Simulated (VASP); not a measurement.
# CaO (Fm-3m) in VASP: a series of runs

CaO is run at these levels: PBE; tasks: single point.

All numbers are computed with VASP 6.6.1; they aren't measurements. Logs are shortened: lines on timing, memory, paths and dates and some standing lists are left out, and cuts for length are marked.

### Step 1. The cell of the first run

The structure is cubic, space group Fm-3m (No. 225). Conventional cell: a = 5.009 Å, b = 5.009 Å, c = 5.009 Å, α = 90.00°, β = 90.00°, γ = 90.00°. Within 3.3 Å of Ca (site symmetry m-3m) lie 6 O at 2.50 Å. Within 3.3 Å of O (site symmetry m-3m) lie 6 Ca at 2.50 Å.

### Step 2. Single point, PBE

Input file INCAR:

```
SYSTEM = CaO
PREC = Accurate
ENCUT = 520
EDIFF = 1E-6
ISMEAR = -1
SIGMA = 0.02
LREAL = .FALSE.
LASPH = .TRUE.
NELM = 80
ALGO = Normal
ISIF = 2
LWAVE = .FALSE.
LCHARG = .FALSE.
GGA = PE
NBANDS = 15
```

Input file KPOINTS:

```
Automatic mesh
0
G
  7 7 7
  0 0 0
```

Input file POSCAR:

```
CaO
1.0
    0.0000000000      2.5045000000      2.5045000000
    2.5045000000      0.0000000000      2.5045000000
    2.5045000000      2.5045000000      0.0000000000
Ca O
1 1
Direct
    0.0000000000      0.0000000000      0.0000000000
    0.5000000000      0.5000000000      0.5000000000
```

Potentials or basis: VASP PAW PBE potentials, release 64 (Ca_sv, O).

On the command line:

```sh
$ cat potpaw_PBE.64/Ca_sv/POTCAR potpaw_PBE.64/O/POTCAR > POTCAR
$ mpirun -np 1 vasp_std > vasp.out
```

OUTCAR:

```text
SYSTEM = CaO
   PREC = Accurate
   ENCUT = 520
   EDIFF = 1E-6
   ISMEAR = -1
   LREAL = .FALSE.
   LASPH = .TRUE.
   NELM = 80
   ISIF = 2
   GGA = PE

 ion  position               nearest neighbor table
   1  0.000  0.000  0.000-   2 2.50   2 2.50   2 2.50   2 2.50   2 2.50   2 2.50
   2  0.500  0.500  0.500-   1 2.50   1 2.50   1 2.50   1 2.50   1 2.50   1 2.50

  LATTYP: Found a face centered cubic cell.
 ALAT       =     5.0090000000

  Lattice vectors:

 A1 = (   0.0000000000,   2.5045000000,   2.5045000000)
 A2 = (   2.5045000000,   0.0000000000,   2.5045000000)
 A3 = (   2.5045000000,   2.5045000000,   0.0000000000)

Analysis of symmetry for initial positions (statically):
=====================================================================
 Subroutine PRICEL returns:
 Original cell was already a primitive cell.

 Routine SETGRP: Setting up the symmetry group for a
 face centered cubic supercell.

 Subroutine GETGRP returns: Found 48 space group operations
[... 9 lines left out ...]

 Routine SETGRP: Setting up the symmetry group for a
 face centered cubic supercell.

 Subroutine GETGRP returns: Found 48 space group operations
[... 11 lines left out ...]
                                     Primitive cell

  volume of cell :      31.4191

  direct lattice vectors                    reciprocal lattice vectors
     0.000000000  2.504500000  2.504500000    -0.199640647  0.199640647  0.199640647
     2.504500000  0.000000000  2.504500000     0.199640647 -0.199640647  0.199640647
     2.504500000  2.504500000  0.000000000     0.199640647  0.199640647 -0.199640647

  length of vectors
     3.541897867  3.541897867  3.541897867     0.345787744  0.345787744  0.345787744

  position of ions in fractional coordinates (direct lattice)
     0.000000000  0.000000000  0.000000000
     0.500000000  0.500000000  0.500000000

  ion indices of the primitive-cell ions
   primitive index   ion index
                 1           1
                 2           2

----------------------------------------------------------------------------------------

 KPOINTS: Automatic mesh

Automatic generation of k-mesh.
 Grid dimensions read from file:
 generate k-points for:    7    7    7

 Generating k-lattice:

  Cartesian coordinates                     Fractional coordinates (reciprocal lattice)
    -0.028520092  0.028520092  0.028520092     0.142857143  0.000000000  0.000000000
     0.028520092 -0.028520092  0.028520092     0.000000000  0.142857143  0.000000000
[... 60 lines left out ...]
   ISYM   =      2    0-nonsym 1-usesym 2-fastsym
   POTIM  = 0.5000    time-step for ionic-motion
   TEBEG  =    0.0;   TEEND  =   0.0 temperature during run
   PSTRESS=    0.0 pullay stress
   NELECT =      16.0000    total number of electrons
   NUPDOWN=      -1.0000    fix difference up-down
   EMIN   =  10.00;   EMAX   =-10.00  energy-range for DOS
   EFERMI =   0.00;   METHOD = LEGACY
   ISMEAR =    -1;   SIGMA  =   0.02  broadening in eV -4-tet -1-fermi 0-gaus
   EFERMI_NEDOS =   21; number of points for ismear=-14 and -15
   IALGO  =     38    algorithm
   IMIX   =      4    mixing-type and parameters
     AMIX     =   0.40;   BMIX     =  1.00
     AMIX_MAG =   1.60;   BMIX_MAG =  1.00
  volume/ion in A,a.u.               =      15.71       106.01
  Fermi-wavevector in a.u.,A,eV,Ry     =   1.307326  2.470487 23.253723  1.709100
  Thomas-Fermi vector in A             =   2.438068
   LORBIT       =      0    0 simple, 1 ext, 2 COOP (PROOUT), +10 PAW based schemes
   GGA     = PE    functional components
   LHFCALC =     F    Hartree Fock is set to
   AEXX    =    0.0000 exact exchange contribution
   IVDW    =     0    specifies the selected vdW correction
   LEPSILON=     F    determine dielectric tensor
   LRPA    =     F    only Hartree local field effects (RPA)
 non-spin polarized calculation
  energy-cutoff  :      520.00
  volume of cell :       31.42
 maximum number of plane-waves:       869
   NGX = 13   NGY = 13   NGZ = 13

 number of electron      15.9999999 magnetization

 Free energy of the ion-electron system (eV)
  ---------------------------------------------------
  ext. energy  EPLUGINS =         0.00000000
  ---------------------------------------------------
  free energy    TOTEN  =       -12.71655675 eV

  energy without entropy =      -12.71655675  energy(sigma->0) =      -12.71655675

 E-fermi :   2.2119     XC(G=0):  -9.8883

 val. band max:        1.6946031245   @ k =   0.0000   0.0000   0.0000
 cond. band min:       5.4129259158   @ k =   0.4286   0.4286   0.0000
 fundamental gap:      3.7183227913
 Fermi energy:         2.2118738234

 k-point     1 :       0.0000    0.0000    0.0000
  band No.  band energies     occupation
      1     -36.4752      2.00000
      2     -17.3086      2.00000
      3     -17.3086      2.00000
      4     -17.3086      2.00000
      5     -13.6070      2.00000
      6       1.6946      2.00000
      7       1.6946      2.00000
      8       1.6946      2.00000
      9       5.4748      0.00000
     10       7.5940      0.00000
     11       7.5940      0.00000
     12       7.5940      0.00000
     13       8.8938      0.00000
     14       8.8938      0.00000
[... 329 lines left out ...]
      2     -17.6476      2.00000
      3     -17.5952      2.00000
      4     -17.4614      2.00000
      5     -13.1459      2.00000
      6       0.4035      2.00000
      7       0.5946      2.00000
      8       0.8343      2.00000
      9       7.2473      0.00000
     10       8.1412      0.00000
     11       9.3373      0.00000
     12      10.2281      0.00000
     13      10.7537      0.00000
     14      13.8757      0.00000
     15      14.0987      0.00000

------------------------ aborting loop because EDIFF is reached ----------------------------------------

  FORCE on cell =-STRESS in cart. coord.  units (eV):
  Direction    XX          YY          ZZ          XY          YZ          ZX
  --------------------------------------------------------------------------------------
  -------------------------------------------------------------------------------------
  Total       -1.7089821     -1.7089821     -1.7089821      0.0000000      0.0000000     -0.0000000
  in kB      -87.1475122    -87.1475122    -87.1475122      0.0000000      0.0000000     -0.0000000
  external PRESSURE =     -87.1475122 kB  Pullay stress =       0.0000000 kB

 VOLUME and BASIS-vectors are now :
 -----------------------------------------------------------------------------
  energy-cutoff  :      520.00
  volume of cell :       31.42
      direct lattice vectors                 reciprocal lattice vectors
     0.000000000  2.504500000  2.504500000    -0.199640647  0.199640647  0.199640647
     2.504500000  0.000000000  2.504500000     0.199640647 -0.199640647  0.199640647
     2.504500000  2.504500000  0.000000000     0.199640647  0.199640647 -0.199640647

 POSITION                                       TOTAL-FORCE (eV/Angst)
 -----------------------------------------------------------------------------------
      0.00000      0.00000      0.00000         0.000000      0.000000      0.000000
      2.50450      2.50450      2.50450        -0.000000     -0.000000     -0.000000
 -----------------------------------------------------------------------------------
    total drift:                                0.000000      0.000000      0.000000

  FREE ENERGIE OF THE ION-ELECTRON SYSTEM (eV)
  ---------------------------------------------------
  free  energy   TOTEN  =       -12.7165567534 eV

  energy  without entropy=      -12.7165567534  energy(sigma->0) =      -12.71655675
```

stdout:

```text
POSCAR found type information on POSCAR CaO
 POSCAR found :  2 types and       2 ions
 scaLAPACK will be used
 LDA part: xc-table for (Slater+PW92), standard interpolation
 POSCAR, INCAR and KPOINTS ok, starting setup
 FFT: planning ... GRIDC
 FFT: planning ... GRID_SOFT
 FFT: planning ... GRID
 WAVECAR not read
 entering main loop
```

Wall time 8 s (1 thread of Intel Xeon 6975P-C (Granite Rapids), shared host); peak memory 0.15 GiB.

What came out:

| Quantity | Value |
| --- | --- |
| Free energy | -12.7166 eV |
| Pressure | -8.7 GPa |
| Band gap on the k mesh | 3.72 eV, indirect (least direct gap 3.78 eV) |

Levels at points of the mesh, in eV from the valence-band top:
```csv
k point,band 5,band 6,band 7,band 8,band 9,band 10,band 11,band 12
"(0.00, 0.00, 0.00)",-15.30,0.00,0.00,0.00,3.78,5.90,5.90,5.90
```

A k mesh can miss the band edges. As with any semilocal functional, this PBE gap is likely too small.

### Step 3. Single point, PBE

Input file INCAR:

```
ALGO     = Normal         # electronic algorithm
EDIFF    = 1E-6           # SCF threshold, eV
ENCUT    = 600            # plane-wave cutoff, eV
GGA      = PE             # functional
GGA_COMPAT= F            
ISIF     = 2              # what is computed and relaxed
ISMEAR   = -1             # smearing method
LASPH    = T              # aspherical terms in the spheres
LCHARG   = F              # write CHGCAR
LREAL    = F              # projectors in reciprocal space
LWAVE    = F              # write WAVECAR
NBANDS   = 15             # bands
NELM     = 120            # most SCF steps
PREC     = Accurate       # precision mode
SIGMA    = 0.003          # smearing width, eV
```

Input file KPOINTS:

```
k-points
0
Gamma
  7 7 7
```

POSCAR is that of step 2.

Potentials or basis: VASP PAW PBE potentials, release 64 (Ca_sv, O).

On the command line:

```sh
$ cat potpaw_PBE.64/Ca_sv/POTCAR potpaw_PBE.64/O/POTCAR > POTCAR
$ mpirun -np 1 vasp_std > vasp.out
```

Run time: 15 s. Hardware: 1 thread of Intel Xeon Platinum 8488C (Sapphire Rapids), shared host; peak memory 0.16 GiB.

It converged, with:

* Free energy: -12.7184 eV
* Pressure: -8.8 GPa
* Band gap on the k mesh: 3.72 eV, indirect (least direct gap 3.78 eV)

Levels at points of the mesh, in eV from the valence-band top:
```
           k point  band 4  band 5  band 6  band 7  band 8  band 9  band 10  band 11  band 12  band 13
(0.00, 0.00, 0.00)  -19.00  -15.30    0.00    0.00    0.00    3.78     5.90     5.90     5.90     7.20
```

### Step 4. Single point, PBE

Input file INCAR:

```
SYSTEM = CaO
PREC     = Accurate       ! precision mode
ENCUT    = 600            ! plane-wave cutoff, eV
EDIFF    = 1E-6           ! SCF threshold, eV
ISMEAR   = 0              ! smearing method
SIGMA    = 0.01           ! smearing width, eV
LREAL    = .FALSE.        ! projectors in reciprocal space
LASPH    = .TRUE.         ! aspherical terms in the spheres
NELM     = 120            ! most SCF steps
ALGO     = Normal         ! electronic algorithm
ISIF     = 2              ! what is computed and relaxed
LWAVE    = .FALSE.        ! write WAVECAR
LCHARG   = .FALSE.        ! write CHGCAR
GGA      = PE             ! functional
NBANDS   = 15             ! bands
GGA_COMPAT= .FALSE.
```

Input file KPOINTS:

```
Automatic mesh
0
G
  7 7 7
  0 0 0
```

POSCAR is that of step 3.

On the command line:

```sh
$ cat potpaw_PBE.64/Ca_sv/POTCAR potpaw_PBE.64/O/POTCAR > POTCAR
$ mpirun -np 1 vasp_std > vasp.out
```

It took 12 s on 1 thread of Intel Xeon Platinum 8488C (Sapphire Rapids), shared host; peak memory 0.16 GiB.

It converged, with:

| Quantity | Value |
| --- | --- |
| Free energy | -12.7184 eV |
| Pressure | -8.8 GPa |
| Band gap on the k mesh | 3.72 eV, indirect (least direct gap 3.78 eV) |

Levels at points of the mesh, in eV from the valence-band top:
| k point | band 6 | band 7 | band 8 | band 9 | band 10 | band 11 |
| --- | --- | --- | --- | --- | --- | --- |
| (0.00, 0.00, 0.00) | 0.00 | 0.00 | 0.00 | 3.78 | 5.90 | 5.90 |

A k mesh can miss the band edges. PBE gaps usually lie below the measured ones, often by a third to a half.

### Step 5. Overview

```tsv
cutoff (eV)	smearing	gap on the mesh (eV)	pressure (GPa)
520	fermi-dirac 0.02 eV	3.72	-8.7
600	fermi-dirac 0.003 eV	3.72	-8.8
600	gaussian 0.01 eV	3.72	-8.8
```

Alike in all rows: task single point; level PBE; potentials or basis VASP PAW PBE potentials, release 64 (Ca_sv, O); no spin polarisation; cell as given; k mesh 7 × 7 × 7.

On the cell as given the gap runs from 3.72 eV (PBE) to 3.72 eV (PBE).

Total energies depend on the potentials used, so only differences within one code and one set of settings carry meaning.
